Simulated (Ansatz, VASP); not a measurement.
**Re in VASP and in Ansatz**

```
Re
1.0
     0.00000    1.91162    2.11903
     1.91162    0.00000    2.11903
     1.91162    1.91162    0.00000
Re
1
Direct
  0.00000 0.00000 0.00000
```

Alike in both runs: task single point; functional PBE; k mesh 10 × 10 × 10; occupations gaussian, width 0.15 eV; no spin polarisation.

|  | VASP | Ansatz |
| --- | --- | --- |
| version | VASP 6.6.1 | Ansatz 0.2.0 |
| potentials or method | VASP PAW PBE potentials, release 64 (Re), cutoff 520 eV | scalar-relativistic, plane waves, PAW |
| valence electrons in the cell | 7 | 15 |

VASP gave:

- gap on the k mesh at the Fermi level (eV): none
- pressure (GPa): -9.9
- traceless stress, the component that is largest in VASP (GPa): -17.84

Q: Which values does Ansatz return?

A: gap on the k mesh at the Fermi level (eV): none; pressure (GPa): -9.2; traceless stress, the component that is largest in VASP (GPa): -18.18.

A gap of «none» marks a metal or a gap that the smearing closes. VASP's potentials hold 7 valence electrons a cell and Ansatz's 15, so a difference there can come from the potentials and not from the codes.

Spin-orbit coupling is off throughout.
